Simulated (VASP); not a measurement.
BaTiO3:

```
Ba Ti O
1.0
     3.99806    0.00000    0.00000
     0.00000    3.99806    0.00000
     0.00000    0.00000    3.99806
Ba Ti O
1 1 3
Direct
  0.00000 0.00000 0.00000
  0.50000 0.50000 0.50000
  0.00000 0.50000 0.50000
  0.50000 0.00000 0.50000
  0.50000 0.50000 0.00000
```

* Program: VASP 6.6.1
* Task: relaxation of cell and atoms
* Functional: PBE
* Potentials or basis: VASP PAW PBE potentials, release 64 (Ba_sv, Ti_sv, O)
* Cutoff: 600 eV
* k mesh: 8 × 8 × 8
* Occupations: gaussian, width 0.02 eV
* Spin: no spin polarisation

At the start: pressure 4.3 GPa; volume 12.78 Å³/atom.

**Question.** Where does the relaxation end?

**Answer.** Over 3 steps the energy falls by 4.3 meV/atom and the volume is 13.11 Å³/atom (+2.6 %); space group Pm-3m (No. 221, to 0.1 Å) before and after.

The path:
```csv
step,energy change (eV),largest force (eV/Å),pressure (GPa),volume (Å³)
1,0.0000,0.0000,4.34,63.91
2,-0.0025,0.0000,-3.71,67.16
3,-0.0216,0.0000,-0.01,65.55
```

Final structure:
```
CELL_PARAMETERS angstrom
4.03205 0.00000 0.00000
0.00000 4.03205 0.00000
0.00000 0.00000 4.03205
ATOMIC_POSITIONS crystal
Ba 0.00000 0.00000 0.00000
Ti 0.50000 0.50000 0.50000
O 0.00000 0.50000 0.50000
O 0.50000 0.00000 0.50000
O 0.50000 0.50000 0.00000
```
